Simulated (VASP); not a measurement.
# FeSi (P2_13) in VASP: single point with PBEsol

Aim: the single point of FeSi with PBEsol.

Everything below comes from runs of VASP 6.6.1. Logs are shortened: lines on timing, memory, paths and dates and some standing lists are left out, and cuts for length are marked.

**1. The cell of the first run**

The structure is cubic, space group P2_13 (No. 198). The conventional cell has a = 4.404 Å, b = 4.404 Å, c = 4.404 Å, α = 90.00°, β = 90.00°, γ = 90.00°. Fe (site symmetry 3) has 7 Si at 2.26 to 2.47 Å and 6 Fe at 2.70 Å within 3.0 Å. Si (site symmetry 3) has 7 Fe at 2.26 to 2.47 Å and 6 Si at 2.73 Å within 3.0 Å.

**2. Single point, PBEsol**

File INCAR:

```
SYSTEM = FeSi
PREC = Accurate
ENCUT = 520
EDIFF = 1E-6
ISMEAR = 0
SIGMA = 0.02
LREAL = .False.
LASPH = .True.
NELM = 80
ALGO = Normal
ISIF = 2
LWAVE = .False.
LCHARG = .True.
GGA = PS
LELF = .True.
LVHAR = .True.
NBANDS = 34
```

File KPOINTS:

```
Automatic mesh
0
Gamma
  10 10 10
  0 0 0
```

File POSCAR:

```
FeSi
1.0
    4.4035298462      0.0000000000      0.0000000000
    0.0000000000      4.4035298462      0.0000000000
    0.0000000000      0.0000000000      4.4035298462
Fe Si
4 4
Direct
    0.1368537765      0.1368537765      0.1368537765
    0.3631462235      0.8631462235      0.6368537765
    0.6368537765      0.3631462235      0.8631462235
    0.8631462235      0.6368537765      0.3631462235
    0.8409882494      0.8409882494      0.8409882494
    0.6590117506      0.1590117506      0.3409882494
    0.3409882494      0.6590117506      0.1590117506
    0.1590117506      0.3409882494      0.6590117506
```

Potentials or basis: VASP PAW PBE potentials, release 64 (Fe, Si).

Started as:

```
$ cat potpaw_PBE.64/Fe/POTCAR potpaw_PBE.64/Si/POTCAR > POTCAR
$ mpirun -np 1 vasp_std > vasp.out
```

OUTCAR:

```text
SYSTEM = FeSi
   PREC = Accurate
   ENCUT = 520
   EDIFF = 1E-6
   ISMEAR = 0
   LREAL = .False.
   LASPH = .True.
   NELM = 80
   ISIF = 2
   GGA = PS

 ion  position               nearest neighbor table
   1  0.137  0.137  0.137-   5 2.26   6 2.29   7 2.29   8 2.29   7 2.47   8 2.47   6 2.47   3 2.70
                             4 2.70   2 2.70   2 2.70   4 2.70   3 2.70
   2  0.363  0.863  0.637-   6 2.26   5 2.29   7 2.29   8 2.29   7 2.47   8 2.47   5 2.47   1 2.70
                             1 2.70   3 2.70   3 2.70   4 2.70   4 2.70
   3  0.637  0.363  0.863-   7 2.26   6 2.29   5 2.29   8 2.29   8 2.47   6 2.47   5 2.47   1 2.70
                             4 2.70   2 2.70   2 2.70   4 2.70   1 2.70
   4  0.863  0.637  0.363-   8 2.26   6 2.29   7 2.29   5 2.29   6 2.47   5 2.47   7 2.47   1 2.70
                             3 2.70   2 2.70   1 2.70   2 2.70   3 2.70
   5  0.841  0.841  0.841-   1 2.26   2 2.29   3 2.29   4 2.29   3 2.47   4 2.47   2 2.47   7 2.73
                             8 2.73   8 2.73   7 2.73   6 2.73   6 2.73
   6  0.659  0.159  0.341-   2 2.26   1 2.29   3 2.29   4 2.29   3 2.47   4 2.47   1 2.47   7 2.73
                             7 2.73   8 2.73   8 2.73   5 2.73   5 2.73
   7  0.341  0.659  0.159-   3 2.26   2 2.29   1 2.29   4 2.29   4 2.47   2 2.47   1 2.47   5 2.73
                             6 2.73   6 2.73   5 2.73   8 2.73   8 2.73
   8  0.159  0.341  0.659-   4 2.26   2 2.29   3 2.29   1 2.29   2 2.47   1 2.47   3 2.47   5 2.73
                             5 2.73   6 2.73   6 2.73   7 2.73   7 2.73

  LATTYP: Found a simple cubic cell.
 ALAT       =     4.4035298462

  Lattice vectors:

 A1 = (   4.4035298462,   0.0000000000,   0.0000000000)
 A2 = (   0.0000000000,   4.4035298462,   0.0000000000)
 A3 = (   0.0000000000,   0.0000000000,   4.4035298462)

Analysis of symmetry for initial positions (statically):
=====================================================================
 Subroutine PRICEL returns:
 Original cell was already a primitive cell.

 Routine SETGRP: Setting up the symmetry group for a
 simple cubic supercell.

 Subroutine GETGRP returns: Found 12 space group operations
 (whereof  3 operations were pure point group operations)
 out of a pool of 48 trial point group operations.

The static configuration has the point symmetry C_3 .
 The point group associated with its full space group is T   .

Analysis of symmetry for dynamics (positions and initial velocities):
=====================================================================
 Subroutine PRICEL returns:
 Original cell was already a primitive cell.

 Routine SETGRP: Setting up the symmetry group for a
 simple cubic supercell.

 Subroutine GETGRP returns: Found 12 space group operations
 (whereof  3 operations were pure point group operations)
 out of a pool of 48 trial point group operations.
[... 121 lines left out ...]
   ISYM   =      2    0-nonsym 1-usesym 2-fastsym
   POTIM  = 0.5000    time-step for ionic-motion
   TEBEG  =    0.0;   TEEND  =   0.0 temperature during run
   PSTRESS=    0.0 pullay stress
   NELECT =      48.0000    total number of electrons
   NUPDOWN=      -1.0000    fix difference up-down
   EMIN   =  10.00;   EMAX   =-10.00  energy-range for DOS
   EFERMI =   0.00;   METHOD = LEGACY
   ISMEAR =     0;   SIGMA  =   0.02  broadening in eV -4-tet -1-fermi 0-gaus
   EFERMI_NEDOS =   21; number of points for ismear=-14 and -15
   IALGO  =     38    algorithm
   IMIX   =      4    mixing-type and parameters
     AMIX     =   0.40;   BMIX     =  1.00
     AMIX_MAG =   1.60;   BMIX_MAG =  1.00
  volume/ion in A,a.u.               =      10.67        72.03
  Fermi-wavevector in a.u.,A,eV,Ry     =   1.351100  2.553210 24.837059  1.825472
  Thomas-Fermi vector in A             =   2.478550
   LORBIT       =      0    0 simple, 1 ext, 2 COOP (PROOUT), +10 PAW based schemes
   GGA     = PS    functional components
   LHFCALC =     F    Hartree Fock is set to
   AEXX    =    0.0000 exact exchange contribution
   IVDW    =     0    specifies the selected vdW correction
   LEPSILON=     F    determine dielectric tensor
   LRPA    =     F    only Hartree local field effects (RPA)
 non-spin polarized calculation
 Gauss-broadening in eV      SIGMA  =   0.02
  energy-cutoff  :      520.00
  volume of cell :       85.39
 maximum number of plane-waves:      2325
 NGX is ok and might be reduce to    36
   NGX = 17   NGY = 17   NGZ = 17

 number of electron      48.0000004 magnetization

 Free energy of the ion-electron system (eV)
  ---------------------------------------------------
  ext. energy  EPLUGINS =         0.00000000
  ---------------------------------------------------
  free energy    TOTEN  =       -63.82197607 eV

  energy without entropy =      -63.82197606  energy(sigma->0) =      -63.82197607

 E-fermi :  10.0889     XC(G=0): -13.0498

 val. band max:       10.0205189359   @ k =   0.3000   0.1000   0.1000
 cond. band min:      10.1590152923   @ k =  -0.2000   0.3000   0.0000
 fundamental gap:      0.1384963564
 Fermi energy:        10.0889298720

 k-point     1 :       0.0000    0.0000    0.0000
  band No.  band energies     occupation
      1      -3.4679      2.00000
      2       1.9987      2.00000
      3       1.9987      2.00000
      4       1.9987      2.00000
      5       4.8227      2.00000
      6       4.8227      2.00000
[... 877 lines left out ...]
     33      14.2372      0.00000
     34      14.7158      0.00000

 [... further k-points ...]
[... 5 lines left out ...]
  --------------------------------------------------------------------------------------
  -------------------------------------------------------------------------------------
  Total        0.3380888      0.3380888      0.3380888     -0.0000000     -0.0000000      0.0000000
  in kB        6.3436406      6.3436406      6.3436406     -0.0000000     -0.0000000      0.0000000
  external PRESSURE =       6.3436406 kB  Pullay stress =       0.0000000 kB

 VOLUME and BASIS-vectors are now :
 -----------------------------------------------------------------------------
  energy-cutoff  :      520.00
  volume of cell :       85.39
      direct lattice vectors                 reciprocal lattice vectors
     4.403529846  0.000000000  0.000000000     0.227090547  0.000000000  0.000000000
     0.000000000  4.403529846  0.000000000     0.000000000  0.227090547  0.000000000
     0.000000000  0.000000000  4.403529846     0.000000000  0.000000000  0.227090547

 POSITION                                       TOTAL-FORCE (eV/Angst)
 -----------------------------------------------------------------------------------
      0.60264      0.60264      0.60264         0.027043      0.027043      0.027043
      1.59913      3.80089      2.80440        -0.027043     -0.027043      0.027043
      2.80440      1.59913      3.80089         0.027043     -0.027043     -0.027043
      3.80089      2.80440      1.59913        -0.027043      0.027043     -0.027043
      3.70332      3.70332      3.70332         0.003838      0.003838      0.003838
      2.90198      0.70021      1.50155        -0.003838     -0.003838      0.003838
      1.50155      2.90198      0.70021         0.003838     -0.003838     -0.003838
      0.70021      1.50155      2.90198        -0.003838      0.003838     -0.003838
 -----------------------------------------------------------------------------------
    total drift:                               -0.000001     -0.000001     -0.000000

  FREE ENERGIE OF THE ION-ELECTRON SYSTEM (eV)
  ---------------------------------------------------
  free  energy   TOTEN  =       -63.8219760699 eV

  energy  without entropy=      -63.8219760647  energy(sigma->0) =      -63.82197607
```

OSZICAR:

```text
N       E                     dE             d eps       ncg     rms          rms(c)
DAV:   1     0.348914146475E+03    0.34891E+03   -0.19648E+04  5168   0.158E+03
DAV:   2    -0.410454951352E+02   -0.38996E+03   -0.36956E+03  5168   0.368E+02
DAV:   3    -0.707604912782E+02   -0.29715E+02   -0.27066E+02  5868   0.120E+02
DAV:   4    -0.722707849771E+02   -0.15103E+01   -0.14887E+01  7476   0.255E+01
DAV:   5    -0.723036798127E+02   -0.32895E-01   -0.32848E-01  7232   0.381E+00    0.346E+01
DAV:   6    -0.765197839839E+02   -0.42161E+01   -0.15240E+02  7754   0.148E+02    0.305E+01
DAV:   7    -0.640849809260E+02    0.12435E+02   -0.58249E+01  7120   0.106E+02    0.966E+00
DAV:   8    -0.639443820215E+02    0.14060E+00   -0.40258E+00  7294   0.134E+01    0.329E+00
DAV:   9    -0.638346955876E+02    0.10969E+00   -0.30525E-01  8226   0.599E+00    0.133E+00
DAV:  10    -0.638224610486E+02    0.12235E-01   -0.23035E-02  7524   0.116E+00    0.376E-01
DAV:  11    -0.638221196069E+02    0.34144E-03   -0.17271E-03  7354   0.374E-01    0.193E-01
DAV:  12    -0.638219808069E+02    0.13880E-03   -0.23584E-04  7648   0.146E-01    0.657E-02
DAV:  13    -0.638219800940E+02    0.71284E-06   -0.82671E-05  8356   0.643E-02    0.454E-02
DAV:  14    -0.638219761969E+02    0.38972E-05   -0.18323E-05  7132   0.298E-02    0.864E-03
DAV:  15    -0.638219760699E+02    0.12694E-06   -0.10869E-06  3034   0.112E-02
   1 F= -.63821976E+02 E0= -.63821976E+02  d E =-.518981E-08
```

stdout:

```text
POSCAR found type information on POSCAR FeSi
 POSCAR found :  2 types and       8 ions
 scaLAPACK will be used
 -----------------------------------------------------------------------------
|                                                                             |
|                                                                             |
|     You enforced a specific xc type in the INCAR file but a different       |
|     I HOPE YOU KNOW WHAT YOU ARE DOING!                                     |
|                                                                             |
 -----------------------------------------------------------------------------

 LDA part: xc-table for (Slater+PW92), standard interpolation
 POSCAR, INCAR and KPOINTS ok, starting setup
 FFT: planning ... GRIDC
 FFT: planning ... GRID_SOFT
 FFT: planning ... GRID
 WAVECAR not read
 entering main loop
```

Wall time 2.5 min (1 thread of Intel Xeon Platinum 8559C (Emerald Rapids), shared host); peak memory 0.3 GiB.

Results:

| Property | Result |
| --- | --- |
| Free energy | -63.8220 eV |
| Pressure | 0.6 GPa |
| Largest force | 0.047 eV/Å |
| Band gap on the k mesh | 0.14 eV (least direct gap 0.16 eV) |

Forces in eV/Å, atoms in the order of the input:
```
Fe   0.027  0.027  0.027
Fe  -0.027 -0.027  0.027
Fe   0.027 -0.027 -0.027
Fe  -0.027  0.027 -0.027
Si   0.004  0.004  0.004
Si  -0.004 -0.004  0.004
Si   0.004 -0.004 -0.004
Si  -0.004  0.004 -0.004
```

Caveat: the PAW data sets were made with another functional, which shifts forces and pressure a little. Spin polarisation is off, so any magnetic state and its effect on volume and gap are missing.
